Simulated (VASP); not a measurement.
# BaTiO3 (Barioperovskite) (Amm2) in VASP: density of states with PBEsol

Aim: the density of states of BaTiO3 (Barioperovskite) with PBEsol.

Everything below comes from runs of VASP 6.6.1. Logs are shortened: lines on timing, memory, paths and dates and some standing lists are left out, and cuts for length are marked.

### Step 1. The cell of the first run

The structure is orthorhombic, space group Amm2 (No. 38). Conventional cell: a = 3.986 Å, b = 5.674 Å, c = 5.690 Å, α = 90.00°, β = 90.00°, γ = 90.00°. Ba (site symmetry mm2) has 12 O at 2.77 to 2.92 Å and 8 Ti at 3.42 to 3.53 Å within 3.7 Å. Ti (site symmetry mm2) has 6 O at 1.93 to 2.09 Å within 2.6 Å. Within 2.6 Å of O (site symmetry m) lie 2 Ti at 1.93 to 2.09 Å. O (site symmetry mm2) has 2 Ti at 2.00 Å within 2.6 Å.

### Step 2. Density of states, PBEsol

File POSCAR:

```
BaTiO3
1.0
    3.9855000000      0.0000000000      0.0000000000
    0.0000000000      2.8369000000      2.8451500000
    0.0000000000     -2.8369000000      2.8451500000
Ba Ti O
1 1 3
Direct
    0.0000000000      0.0000000000      0.0000000000
    0.5000000000      0.5124000000      0.5124000000
    0.5000000000      0.9918400000      0.5052400000
    0.5000000000      0.5052400000      0.9918400000
    0.0000000000      0.4874000000      0.4874000000
```

File INCAR.step1:

```
SYSTEM = BaTiO3
PREC     = Accurate       ! precision mode
ENCUT    = 520            ! plane-wave cutoff, eV
EDIFF    = 1E-7           ! SCF threshold, eV
ISMEAR   = -1             ! smearing method
SIGMA    = 0.05           ! smearing width, eV
LREAL    = .FALSE.        ! projectors in reciprocal space
LASPH    = .TRUE.         ! aspherical terms in the spheres
NELM     = 80             ! most SCF steps
ALGO     = Normal         ! electronic algorithm
ISIF     = 2              ! what is computed and relaxed
LWAVE    = .FALSE.        ! write WAVECAR
LCHARG   = .TRUE.         ! write CHGCAR
LMAXMIX  = 4              ! l up to which the mixer works
GGA      = PS             ! functional
NBANDS   = 28             ! bands
```

File KPOINTS.step1:

```
Automatic mesh
0
G
  7 7 7
  0 0 0
```

File INCAR.step2:

```
SYSTEM = BaTiO3
PREC     = Accurate       ! precision mode
ENCUT    = 520            ! plane-wave cutoff, eV
EDIFF    = 1E-7           ! SCF threshold, eV
ISMEAR   = -5             ! smearing method
SIGMA    = 0.05           ! smearing width, eV
LREAL    = .FALSE.        ! projectors in reciprocal space
LASPH    = .TRUE.         ! aspherical terms in the spheres
NELM     = 80             ! most SCF steps
ALGO     = Normal         ! electronic algorithm
ISIF     = 2              ! what is computed and relaxed
LWAVE    = .FALSE.        ! write WAVECAR
LCHARG   = .FALSE.        ! write CHGCAR
LMAXMIX  = 4              ! l up to which the mixer works
GGA      = PS             ! functional
LORBIT   = 11             ! projections on sites
NBANDS   = 28             ! bands
NEDOS    = 2001           ! points of the DOS
ICHARG   = 11             ! starting density
```

File KPOINTS.step2:

```
Automatic mesh
0
G
  11 11 11
  0 0 0
```

Potentials or basis: VASP PAW PBE potentials, release 64 (Ba_sv, Ti_sv, O).

On the command line:

```console
cat potpaw_PBE.64/Ba_sv/POTCAR potpaw_PBE.64/Ti_sv/POTCAR potpaw_PBE.64/O/POTCAR > POTCAR
cp INCAR.step1 INCAR
cp KPOINTS.step1 KPOINTS
mpirun -np 1 vasp_std > vasp.out
cp INCAR.step2 INCAR
cp KPOINTS.step2 KPOINTS
mpirun -np 1 vasp_std > vasp.out
```

OUTCAR:

```text
SYSTEM = BaTiO3
   PREC = Accurate
   ENCUT = 520
   EDIFF = 1E-7
   ISMEAR = -5
   LREAL = .FALSE.
   LASPH = .TRUE.
   NELM = 80
   ISIF = 2
   GGA = PS
   LORBIT = 11
   ICHARG = 11

 ion  position               nearest neighbor table
   1  0.000  0.000  0.000-   5 2.77   4 2.81   3 2.81   3 2.81   4 2.81   5 2.84   5 2.84   4 2.84
                             3 2.84   3 2.84   4 2.84   5 2.92   2 3.42   2 3.42   2 3.47   2 3.47
   2  0.500  0.512  0.512-   3 1.93   4 1.93   5 2.00   5 2.00   3 2.09   4 2.09   1 3.42   1 3.42
                             1 3.47   1 3.47   1 3.47   1 3.47   1 3.53   1 3.53
   3  0.500  0.992  0.505-   2 1.93   2 2.09   1 2.81   1 2.81   1 2.84   1 2.84
   4  0.500  0.505  0.992-   2 1.93   2 2.09   1 2.81   1 2.81   1 2.84   1 2.84
   5  0.000  0.487  0.487-   2 2.00   2 2.00   1 2.77   1 2.84   1 2.84   1 2.92

  LATTYP: Found a base centered orthorhombic cell.
 ALAT       =     5.6738000000
 B/A-ratio  =     1.0029081039
 C/A-ratio  =     0.7024392823

  Lattice vectors:

 A1 = (   0.0000000000,   2.8369000000,  -2.8451500000)
 A2 = (   0.0000000000,   2.8369000000,   2.8451500000)
 A3 = (   3.9855000000,   0.0000000000,   0.0000000000)

Analysis of symmetry for initial positions (statically):
=====================================================================
 Subroutine PRICEL returns:
 Original cell was already a primitive cell.

 Routine SETGRP: Setting up the symmetry group for a
 base centered orthorhombic supercell.

 Subroutine GETGRP returns: Found  4 space group operations
 (whereof  4 operations were pure point group operations)
 out of a pool of  8 trial point group operations.

The static configuration has the point symmetry C_2v.

Analysis of symmetry for dynamics (positions and initial velocities):
=====================================================================
 Subroutine PRICEL returns:
 Original cell was already a primitive cell.

 Routine SETGRP: Setting up the symmetry group for a
 base centered orthorhombic supercell.

 Subroutine GETGRP returns: Found  4 space group operations
 (whereof  4 operations were pure point group operations)
 out of a pool of  8 trial point group operations.

The dynamic configuration has the point symmetry C_2v.

 Subroutine INISYM returns: Found  4 space group operations
 (whereof  4 operations are pure point group operations),
[... 112 lines left out ...]
   POTIM  = 0.5000    time-step for ionic-motion
   TEBEG  =    0.0;   TEEND  =   0.0 temperature during run
   PSTRESS=    0.0 pullay stress
   NELECT =      40.0000    total number of electrons
   NUPDOWN=      -1.0000    fix difference up-down
   EMIN   =  10.00;   EMAX   =-10.00  energy-range for DOS
   EFERMI =   0.00;   METHOD = LEGACY
   ISMEAR =    -5;   SIGMA  =   0.05  broadening in eV -4-tet -1-fermi 0-gaus
   EFERMI_NEDOS =   21; number of points for ismear=-14 and -15
   IALGO  =     38    algorithm
   IMIX   =      4    mixing-type and parameters
     AMIX     =   0.40;   BMIX     =  1.00
     AMIX_MAG =   1.60;   BMIX_MAG =  1.00
  volume/ion in A,a.u.               =      12.87        86.83
  Fermi-wavevector in a.u.,A,eV,Ry     =   1.397250  2.640420 26.562762  1.952308
  Thomas-Fermi vector in A             =   2.520525
   LORBIT       =     11    0 simple, 1 ext, 2 COOP (PROOUT), +10 PAW based schemes
   GGA     = PS    functional components
   LHFCALC =     F    Hartree Fock is set to
   AEXX    =    0.0000 exact exchange contribution
   IVDW    =     0    specifies the selected vdW correction
   LEPSILON=     F    determine dielectric tensor
   LRPA    =     F    only Hartree local field effects (RPA)
 non-spin polarized calculation
 Fermi weights with tetrahedron method with Bloechl corrections
  energy-cutoff  :      520.00
  volume of cell :       64.34
 maximum number of plane-waves:      1767
 NGX is ok and might be reduce to    30

 number of electron      39.9999995 magnetization

 Free energy of the ion-electron system (eV)
  ---------------------------------------------------
  ext. energy  EPLUGINS =         0.00000000
  ---------------------------------------------------
  free energy    TOTEN  =       -41.97710545 eV

  energy without entropy =      -41.97710545  energy(sigma->0) =      -41.97710545

 E-fermi :   3.6564     XC(G=0): -11.4952

 val. band max:        3.6304599084   @ k =   0.4545   0.4545   0.4545
 cond. band min:       5.4669784927   @ k =   0.0000   0.0000   0.0000
 fundamental gap:      1.8365185843
 Fermi energy:         3.6563570466

 k-point     1 :       0.0000    0.0000    0.0000
  band No.  band energies     occupation
      1     -52.6410      2.00000
      2     -28.9805      2.00000
      3     -28.9789      2.00000
      4     -28.9636      2.00000
      5     -21.1118      2.00000
      6     -13.1420      2.00000
[... 733 lines left out ...]
     27      12.0902      0.00000
     28      12.4354      0.00000

 [... further k-points ...]

------------------------ aborting loop because EDIFF is reached ----------------------------------------

  FORCE on cell =-STRESS in cart. coord.  units (eV):
  Direction    XX          YY          ZZ          XY          YZ          ZX
  --------------------------------------------------------------------------------------
  -------------------------------------------------------------------------------------
  Total       -0.8120275     -0.7524040     -1.0043074      0.0000000      0.0000000      0.0000000
  in kB      -20.2217757    -18.7369846    -25.0100883      0.0000000      0.0000000      0.0000000
  external PRESSURE =     -21.3229495 kB  Pullay stress =       0.0000000 kB

 VOLUME and BASIS-vectors are now :
 -----------------------------------------------------------------------------
  energy-cutoff  :      520.00
  volume of cell :       64.34
      direct lattice vectors                 reciprocal lattice vectors
     3.985500000  0.000000000  0.000000000     0.250909547  0.000000000  0.000000000
     0.000000000  2.836900000  2.845150000     0.000000000  0.176248722  0.175737659
     0.000000000 -2.836900000  2.845150000     0.000000000 -0.176248722  0.175737659

 POSITION                                       TOTAL-FORCE (eV/Angst)
 -----------------------------------------------------------------------------------
      0.00000      0.00000      0.00000         0.000000      0.000000      0.154087
      1.99275      0.00000      2.91571         0.000000      0.000000      0.177861
      1.99275      1.38044      4.25942         0.000000     -0.009219     -0.276377
      1.99275     -1.38044      4.25942         0.000000      0.009219     -0.276377
      0.00000      0.00000      2.77345         0.000000      0.000000      0.220806
 -----------------------------------------------------------------------------------
    total drift:                                0.000000      0.000001      0.000639

  FREE ENERGIE OF THE ION-ELECTRON SYSTEM (eV)
  ---------------------------------------------------
  free  energy   TOTEN  =       -41.9771054468 eV

  energy  without entropy=      -41.9771054468  energy(sigma->0) =      -41.97710545

 total charge

# of ion       s       p       d       tot
------------------------------------------
    1        2.003   5.633   0.336   7.972
    2        2.215   6.274   1.729  10.218
    3        1.560   3.445   0.000   5.005
    4        1.560   3.445   0.000   5.005
    5        1.559   3.447   0.000   5.005
--------------------------------------------------
tot          8.896  22.244   2.065  33.205
```

OSZICAR.step1:

```text
N       E                     dE             d eps       ncg     rms          rms(c)
DAV:   1     0.436688432564E+03    0.43669E+03   -0.20780E+04  3584   0.155E+03
DAV:   2    -0.475654731355E+01   -0.44144E+03   -0.41935E+03  4084   0.430E+02
DAV:   3    -0.500033272099E+02   -0.45247E+02   -0.44789E+02  4956   0.135E+02
DAV:   4    -0.521731298142E+02   -0.21698E+01   -0.21652E+01  5448   0.254E+01
DAV:   5    -0.522336519892E+02   -0.60522E-01   -0.60510E-01  4820   0.335E+00    0.233E+01
DAV:   6    -0.422623058388E+02    0.99713E+01   -0.52975E+01  5268   0.654E+01    0.991E+00
DAV:   7    -0.421523404307E+02    0.10997E+00   -0.91694E+00  4796   0.220E+01    0.695E+00
DAV:   8    -0.419715605514E+02    0.18078E+00   -0.90059E-01  4388   0.881E+00    0.275E+00
DAV:   9    -0.419990175935E+02   -0.27457E-01   -0.20925E-01  4824   0.304E+00    0.134E+00
DAV:  10    -0.419772785853E+02    0.21739E-01   -0.10425E-01  4220   0.334E+00    0.238E-01
DAV:  11    -0.419771473142E+02    0.13127E-03   -0.35188E-03  4552   0.425E-01    0.642E-02
DAV:  12    -0.419771626949E+02   -0.15381E-04   -0.49278E-04  4304   0.148E-01    0.799E-02
DAV:  13    -0.419770808780E+02    0.81817E-04   -0.38988E-04  4416   0.201E-01    0.197E-02
DAV:  14    -0.419770791630E+02    0.17151E-05   -0.17301E-05  4356   0.366E-02    0.670E-03
DAV:  15    -0.419770791851E+02   -0.22165E-07   -0.12075E-06  5208   0.792E-03    0.301E-03
DAV:  16    -0.419770790345E+02    0.15058E-06   -0.16249E-07  3324   0.315E-03    0.126E-03
DAV:  17    -0.419770790349E+02   -0.33242E-09   -0.19702E-07  2988   0.349E-03
   1 F= -.41977079E+02 E0= -.41977079E+02  d E =-.701461E-09
```

It took 2.2 min on 1 thread of Intel Xeon 6975P-C (Granite Rapids), shared host; peak memory 0.45 GiB.

What came out:

| Item | Value |
| --- | --- |
| Valence electrons inside the program's atomic spheres | Ba 7.97; Ti 10.22; O 5.00 |

Caveat: the PAW data sets were made with another functional, which shifts forces and pressure a little; spin-orbit coupling is left out, which moves the levels of the heavy elements.
